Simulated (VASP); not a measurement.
# Sc3H2Cl (P6/mmm) in VASP: single point with PBE

Aim: the single point of Sc3H2Cl with PBE.

All numbers are computed with VASP 6.6.1; they aren't measurements. Logs are shortened: lines on timing, memory, paths and dates and some standing lists are left out, and cuts for length are marked.

## 1. The cell of the first run

Symmetry: P6/mmm, No. 191, hexagonal system. The conventional cell has a = 5.992 Å, b = 5.992 Å, c = 3.085 Å, α = 90.00°, β = 90.00°, γ = 120.00°. Sc (site symmetry mmm) has 4 H at 2.32 Å and 6 Sc at 3.00 to 3.09 Å within 3.1 Å. Within 3.1 Å of H (site symmetry -6m2) lie 6 Sc at 2.32 Å and 2 H at 3.09 Å. Within 4.1 Å of Cl (site symmetry 6/mmm) lie 2 Cl at 3.09 Å and 12 Sc at 3.37 Å and 6 H at 3.46 Å.

## 2. Single point, PBE, collinear spin, ferromagnetic start

The input, INCAR:

```
  PREC = Accurate
  ENCUT = 520
  EDIFF = 1E-7
  ISMEAR = 0
  SIGMA = 0.1
  LREAL = False
  LASPH = True
  NELM = 150
  ALGO = Normal
  ISIF = 2
  LWAVE = False
  LCHARG = False
  ISPIN = 2
  MAGMOM = 1 1 1 0 0 0
  LORBIT = 11
  LMAXMIX = 4
  GGA = PE
  NBANDS = 34
```

The input, KPOINTS:

```
regular mesh
0
Gamma
  3 3 6
```

The input, POSCAR:

```
Sc3H2Cl
1.0
    5.9919507922      0.0000000000      0.0000000000
   -2.9959753961      5.1891816042      0.0000000000
    0.0000000000      0.0000000000      3.0851964129
Sc H Cl
3 2 1
Direct
    0.5000000000      0.5000000000      0.5000000000
    0.0000000000      0.5000000000      0.5000000000
    0.5000000000      0.0000000000      0.5000000000
    0.3333333333      0.6666666667      0.0000000000
    0.6666666667      0.3333333333      0.0000000000
    0.0000000000      0.0000000000      0.0000000000
```

Potentials or basis: VASP PAW PBE potentials, release 64 (Sc_sv, H, Cl).

Run with:

```bash
$ cat potpaw_PBE.64/Sc_sv/POTCAR potpaw_PBE.64/H/POTCAR potpaw_PBE.64/Cl/POTCAR > POTCAR
$ mpirun -np 1 vasp_std > vasp.out
```

OUTCAR:

```text
PREC = Accurate
   ENCUT = 520
   EDIFF = 1E-7
   ISMEAR = 0
   LREAL = False
   LASPH = True
   NELM = 150
   ISIF = 2
   ISPIN = 2
   LORBIT = 11
   GGA = PE

 ion  position               nearest neighbor table
   1  0.500  0.500  0.500-   3 3.00   3 3.00   2 3.00   2 3.00
   2  0.000  0.500  0.500-   3 3.00   3 3.00   1 3.00   1 3.00
   3  0.500  0.000  0.500-   1 3.00   2 3.00   1 3.00   2 3.00
   4  0.333  0.667  0.000-
   5  0.667  0.333  0.000-
   6  0.000  0.000  0.000-

  LATTYP: Found a hexagonal cell.
 ALAT       =     5.9919507922
 C/A-ratio  =     0.5148901451

  Lattice vectors:

 A1 = (   5.9919507922,   0.0000000000,   0.0000000000)
 A2 = (  -2.9959753961,   5.1891816042,   0.0000000000)
 A3 = (   0.0000000000,   0.0000000000,   3.0851964129)

Analysis of symmetry for initial positions (statically):
=====================================================================
 Subroutine PRICEL returns:
 Original cell was already a primitive cell.

 Routine SETGRP: Setting up the symmetry group for a
 hexagonal supercell.

 Subroutine GETGRP returns: Found 24 space group operations
 (whereof 24 operations were pure point group operations)
 out of a pool of 24 trial point group operations.

The static configuration has the point symmetry D_6h.

Analysis of symmetry for dynamics (positions and initial velocities):
=====================================================================
 Subroutine PRICEL returns:
 Original cell was already a primitive cell.

 Routine SETGRP: Setting up the symmetry group for a
 hexagonal supercell.

 Subroutine GETGRP returns: Found 24 space group operations
 (whereof 24 operations were pure point group operations)
 out of a pool of 24 trial point group operations.

The dynamic configuration has the point symmetry D_6h.

Analysis of structural, dynamic, and magnetic symmetry:
=====================================================================
 Subroutine PRICEL returns:
 Original cell was already a primitive cell.

 Routine SETGRP: Setting up the symmetry group for a
 hexagonal supercell.

 Subroutine GETGRP returns: Found 24 space group operations
 (whereof 24 operations were pure point group operations)
 out of a pool of 24 trial point group operations.

The overall configuration has the point symmetry D_6h.

 Subroutine INISYM returns: Found 24 space group operations
 (whereof 24 operations are pure point group operations),
 and found     1 'primitive' translations

----------------------------------------------------------------------------------------

                                     Primitive cell

  volume of cell :      95.9290

  direct lattice vectors                    reciprocal lattice vectors
     5.991950792  0.000000000  0.000000000     0.166890556  0.096354308  0.000000000
    -2.995975396  5.189181604  0.000000000     0.000000000  0.192708615  0.000000000
     0.000000000  0.000000000  3.085196413     0.000000000  0.000000000  0.324128472

  length of vectors
     5.991950792  5.991950792  3.085196413     0.192708615  0.192708615  0.324128472

  position of ions in fractional coordinates (direct lattice)
     0.500000000  0.500000000  0.500000000
     0.000000000  0.500000000  0.500000000
     0.500000000  0.000000000  0.500000000
     0.333333333  0.666666667  0.000000000
     0.666666667  0.333333333  0.000000000
     0.000000000  0.000000000  0.000000000

  ion indices of the primitive-cell ions
   primitive index   ion index
                 1           1
                 2           2
                 3           3
                 4           4
                 5           5
                 6           6

----------------------------------------------------------------------------------------

 KPOINTS: regular mesh

Automatic generation of k-mesh.
 Grid dimensions read from file:
 generate k-points for:    3    3    6

 Generating k-lattice:

  Cartesian coordinates                     Fractional coordinates (reciprocal lattice)
     0.055630185  0.032118103  0.000000000     0.333333333  0.000000000  0.000000000
     0.000000000  0.064236205  0.000000000     0.000000000  0.333333333  0.000000000
     0.000000000  0.000000000  0.054021412     0.000000000  0.000000000  0.166666667

  Length of vectors
     0.064236205  0.064236205  0.054021412

  Shift w.r.t. Gamma in fractional coordinates (k-lattice)
     0.000000000  0.000000000  0.000000000

 Subroutine IBZKPT returns following result:
 ===========================================

 Found     12 irreducible k-points:

 Following reciprocal coordinates:
            Coordinates               Weight
  0.000000  0.000000  0.000000      1.000000
  0.333333  0.000000  0.000000      6.000000
  0.333333  0.333333  0.000000      2.000000
  0.000000  0.000000  0.166667      2.000000
  0.333333  0.000000  0.166667     12.000000
  0.333333  0.333333  0.166667      4.000000
  0.000000  0.000000  0.333333      2.000000
  0.333333  0.000000  0.333333     12.000000
  0.333333  0.333333  0.333333      4.000000
  0.000000  0.000000  0.500000      1.000000
  0.333333  0.000000  0.500000      6.000000
  0.333333  0.333333  0.500000      2.000000
   k-points           NKPTS =     12   k-points in BZ     NKDIM =     12   number of bands    NBANDS=     34
   number of dos      NEDOS =    301   number of ions     NIONS =      6
   total plane-waves  NPLWV =  55296
   dimension x,y,z NGX =    48 NGY =   48 NGZ =   24
   dimension x,y,z NGXF=    96 NGYF=   96 NGZF=   48
   ions per type =               3   2   1
   NGX,Y,Z   is equivalent  to a cutoff of  13.32, 13.32, 12.93 a.u.
   NGXF,Y,Z  is equivalent  to a cutoff of  26.64, 26.64, 25.86 a.u.
 SYSTEM =  unknown system
   PREC   = accura    normal or accurate (medium, high low for compatibility)
   ISTART =      0    job   : 0-new  1-cont  2-samecut
   ICHARG =      2    charge: 1-file 2-atom 10-const
   ISPIN  =      2    spin polarized calculation?
   LNONCOLLINEAR =      F non collinear calculations
   LSORBIT =      F    spin-orbit coupling
   LASPH  =      T    aspherical Exc in radial PAW
   ENCUT  =  520.0 eV  38.22 Ry    6.18 a.u.  11.14 11.14  5.74*2*pi/ulx,y,z
   NELM   =    150;   NELMIN=  2; NELMDL= -5     # of ELM steps
   EDIFF  = 0.1E-06   stopping-criterion for ELM
   LREAL  =      F    real-space projection
   EDIFFG = 0.1E-05   stopping-criterion for IOM
   NSW    =      0    number of steps for IOM
   IBRION =     -1    ionic relax: 0-MD 1-quasi-New 2-CG
   NFREE  =      0    steps in history (QN), initial steepest desc. (CG)
   ISIF   =      2    stress and relaxation
   ISYM   =      2    0-nonsym 1-usesym 2-fastsym
   POTIM  = 0.5000    time-step for ionic-motion
   TEBEG  =    0.0;   TEEND  =   0.0 temperature during run
   PSTRESS=    0.0 pullay stress
   NELECT =      42.0000    total number of electrons
   NUPDOWN=      -1.0000    fix difference up-down
   EMIN   =  10.00;   EMAX   =-10.00  energy-range for DOS
   EFERMI =   0.00;   METHOD = LEGACY
   ISMEAR =     0;   SIGMA  =   0.10  broadening in eV -4-tet -1-fermi 0-gaus
   EFERMI_NEDOS =   21; number of points for ismear=-14 and -15
   IALGO  =     38    algorithm
   IMIX   =      4    mixing-type and parameters
     AMIX     =   0.40;   BMIX     =  1.00
     AMIX_MAG =   1.60;   BMIX_MAG =  1.00
  volume/ion in A,a.u.               =      15.99       107.89
  Fermi-wavevector in a.u.,A,eV,Ry     =   1.243105  2.349129 21.025233  1.545311
  Thomas-Fermi vector in A             =   2.377431
   LORBIT       =     11    0 simple, 1 ext, 2 COOP (PROOUT), +10 PAW based schemes
   GGA     = PE    functional components
   LHFCALC =     F    Hartree Fock is set to
   AEXX    =    0.0000 exact exchange contribution
   IVDW    =     0    specifies the selected vdW correction
   LEPSILON=     F    determine dielectric tensor
   LRPA    =     F    only Hartree local field effects (RPA)
 spin polarized calculation
 Gauss-broadening in eV      SIGMA  =   0.10
  energy-cutoff  :      520.00
  volume of cell :       95.93
 maximum number of plane-waves:      2622
 NGX is ok and might be reduce to    48
   NGX = 23   NGY = 23   NGZ = 11

 number of electron      42.0000003 magnetization       1.9105862

 Free energy of the ion-electron system (eV)
  ---------------------------------------------------
  ext. energy  EPLUGINS =         0.00000000
  ---------------------------------------------------
  free energy    TOTEN  =       -27.84491261 eV

  energy without entropy =      -27.82450428  energy(sigma->0) =      -27.83470845

 E-fermi :   4.8392     XC(G=0):  -9.9397

 val. band max:        4.7707617346   @ k =   0.3333   0.3333   0.3333
 cond. band min:       4.8418308071   @ k =   0.0000   0.0000   0.1667
 fundamental gap:      0.0710690725
 Fermi energy:         4.8392291531

 spin component 1

 k-point     1 :       0.0000    0.0000    0.0000
  band No.  band energies     occupation
      1     -45.0197      1.00000
      2     -44.9322      1.00000
      3     -44.9322      1.00000
      4     -23.9777      1.00000
      5     -23.9122      1.00000
      6     -23.9122      1.00000
[... 25 lines left out ...]
     32       8.3350      0.00000
     33       8.5193      0.00000

 k-point     2 :       0.3333    0.0000    0.0000
  band No.  band energies     occupation
      1     -45.0013      1.00000
      2     -44.9509      1.00000
      3     -44.9323      1.00000
      4     -23.9264      1.00000
      5     -23.8364      1.00000
      6     -23.8224      1.00000
[... 25 lines left out ...]
     32       7.7127      0.00000
     33       7.7522      0.00000
[... 322 lines left out ...]
     32       8.2373      0.00000
     33       8.9748      0.00000

 k-point    12 :       0.3333    0.3333    0.5000
  band No.  band energies     occupation
      1     -44.9354      1.00000
      2     -44.9354      1.00000
      3     -44.8931      1.00000
      4     -23.8204      1.00000
      5     -23.8052      1.00000
      6     -23.8052      1.00000
[... 25 lines left out ...]
     32       7.8252      0.00000
     33       8.3302      0.00000
 Fermi energy:         4.8392291531

 spin component 2

 k-point     1 :       0.0000    0.0000    0.0000
  band No.  band energies     occupation
      1     -44.6752      1.00000
      2     -44.5910      1.00000
      3     -44.5910      1.00000
      4     -23.5705      1.00000
      5     -23.5277      1.00000
      6     -23.5277      1.00000
[... 25 lines left out ...]
     32       8.5471      0.00000
     33       9.0298      0.00000

 k-point     2 :       0.3333    0.0000    0.0000
  band No.  band energies     occupation
      1     -44.6576      1.00000
      2     -44.6090      1.00000
      3     -44.5910      1.00000
      4     -23.5357      1.00000
      5     -23.4576      1.00000
      6     -23.4269      1.00000
[... 25 lines left out ...]
     32       7.9406      0.00000
     33       7.9863      0.00000
[... 322 lines left out ...]
     32       8.4459      0.00000
     33       9.4777      0.00000

 k-point    12 :       0.3333    0.3333    0.5000
  band No.  band energies     occupation
      1     -44.5925      1.00000
      2     -44.5925      1.00000
      3     -44.5519      1.00000
      4     -23.5112      1.00000
      5     -23.5112      1.00000
      6     -23.4545      1.00000
[... 25 lines left out ...]
     32       8.0249      0.00000
     33       8.8137      0.00000
 [bands above 33 left out]

------------------------ aborting loop because EDIFF is reached ----------------------------------------

  FORCE on cell =-STRESS in cart. coord.  units (eV):
  Direction    XX          YY          ZZ          XY          YZ          ZX
  --------------------------------------------------------------------------------------
  -------------------------------------------------------------------------------------
  Total       -0.1285178     -0.1285178      0.1891974      0.0000000     -0.0000000      0.0000000
  in kB       -2.1464664     -2.1464664      3.1599184      0.0000000     -0.0000000      0.0000000
  external PRESSURE =      -0.3776714 kB  Pullay stress =       0.0000000 kB

 VOLUME and BASIS-vectors are now :
 -----------------------------------------------------------------------------
  energy-cutoff  :      520.00
  volume of cell :       95.93
      direct lattice vectors                 reciprocal lattice vectors
     5.991950792  0.000000000  0.000000000     0.166890556  0.096354308  0.000000000
    -2.995975396  5.189181604  0.000000000     0.000000000  0.192708615  0.000000000
     0.000000000  0.000000000  3.085196413     0.000000000  0.000000000  0.324128472

 POSITION                                       TOTAL-FORCE (eV/Angst)
 -----------------------------------------------------------------------------------
      1.49799      2.59459      1.54260        -0.000000      0.000000     -0.000000
     -1.49799      2.59459      1.54260        -0.000000      0.000000     -0.000000
      2.99598      0.00000      1.54260        -0.000000      0.000000     -0.000000
     -0.00000      3.45945      0.00000         0.000000     -0.000000      0.000000
      2.99598      1.72973      0.00000        -0.000000      0.000000     -0.000000
      0.00000      0.00000      0.00000        -0.000000      0.000000     -0.000000
 -----------------------------------------------------------------------------------
    total drift:                               -0.000000      0.000000     -0.000000

  FREE ENERGIE OF THE ION-ELECTRON SYSTEM (eV)
  ---------------------------------------------------
  free  energy   TOTEN  =       -27.8449126117 eV

  energy  without entropy=      -27.8245042785  energy(sigma->0) =      -27.83470845

 total charge

# of ion       s       p       d       tot
------------------------------------------
    1        2.232   6.062   1.216   9.510
    2        2.232   6.062   1.216   9.510
    3        2.232   6.062   1.216   9.510
    4        0.502   0.012   0.000   0.514
    5        0.502   0.012   0.000   0.514
    6        1.638   3.399   0.000   5.037
--------------------------------------------------
tot          9.338  21.608   3.648  34.594

 magnetization (x)

# of ion       s       p       d       tot
------------------------------------------
    1        0.026   0.020   0.411   0.458
    2        0.026   0.020   0.411   0.458
    3        0.026   0.020   0.411   0.458
    4       -0.006   0.001   0.000  -0.005
    5       -0.006   0.001   0.000  -0.005
    6        0.007  -0.012   0.000  -0.005
--------------------------------------------------
tot          0.074   0.050   1.234   1.358
```

Run time: 46 s. Hardware: 1 thread of Intel Xeon 6975P-C (Granite Rapids), shared host; peak memory 0.29 GiB.

Results:

- Free energy: -27.8449 eV
- Pressure: 0.0 GPa
- Net moment: 1.91 μB per cell
- Site moments: Sc +0.46; H -0.01; Cl -0.01 μB
- Valence electrons inside the program's atomic spheres: Sc 9.51; H 0.51; Cl 5.04

Stress tensor (GPa, compression positive):
```
-0.21  0.00  0.00
 0.00 -0.21  0.00
 0.00  0.00  0.32
```

Levels at points of the mesh, in eV from the Fermi level:
Spin up:
```csv
k point,band 18,band 19,band 20,band 21,band 22,band 23,band 24,band 25,band 26,band 27
"(0.00, 0.00, 0.00)",-2.84,-1.97,-1.97,-1.09,-0.59,-0.29,-0.29,1.21,2.02,2.02
"(0.00, 0.00, 0.50)",-4.84,-2.30,-0.46,-0.46,0.24,0.24,1.13,1.78,2.27,2.27
```
Spin down:
```csv
k point,band 16,band 17,band 18,band 19,band 20,band 21,band 22,band 23,band 24,band 25
"(0.00, 0.00, 0.00)",-5.67,-4.84,-2.84,-1.39,-1.39,-0.69,0.00,0.35,0.35,1.45
"(0.00, 0.00, 0.50)",-5.11,-5.11,-4.77,-1.74,0.45,0.45,0.47,0.47,1.59,1.99
```

Caveat: the k points lie up to 0.40 Å⁻¹ apart.
